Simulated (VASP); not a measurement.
TePb:

```xyz
2
Lattice="0.0000 3.2678 3.2678 3.2678 0.0000 3.2678 3.2678 3.2678 0.0000" Properties=species:S:1:pos:R:3 pbc="T T T"
Pb    0.0000    0.0000    0.0000
Te    3.2678    3.2678    3.2678
```

Base run:

* Program: VASP 6.6.1
* Functional: PBEsol
* Potentials or basis: VASP PAW PBE potentials, release 64 (Pb_d, Te)
* Cutoff: 500 eV
* k mesh: 6 × 6 × 6
* Occupations: gaussian, width 0.01 eV
* Spin: no spin polarisation

Its results: band gap on the k mesh 0.74 eV; pressure -1.8 GPa.

Question: After a change of settings the same cell gave: band gap on the k mesh 0.65 eV; pressure 7.2 GPa. Which change was it?
A. functional from PBEsol to PBE; occupations from gaussian, width 0.01 eV to methfessel-paxton, width 0.001 eV
B. functional from PBEsol to PBE; further incar settings from ALGO = Normal; EDIFF = 1e-06; NBANDS = 17 to ALGO = Normal; EDIFF = 1e-06; NBANDS = 17; ISYM = 0
C. functional from PBEsol to PBE; k mesh from 6 × 6 × 6 to 2 × 2 × 2
D. functional from PBEsol to PBE; dispersion from none to D3(BJ)

Answer: C.

Caveats: some runs use coarse meshes; the structure was generated, so it needn't be the stable form of TePb; spin-orbit coupling is left out, which moves the levels of the heavy elements; the PAW data sets were made with another functional, which shifts forces and pressure a little (at least some runs).
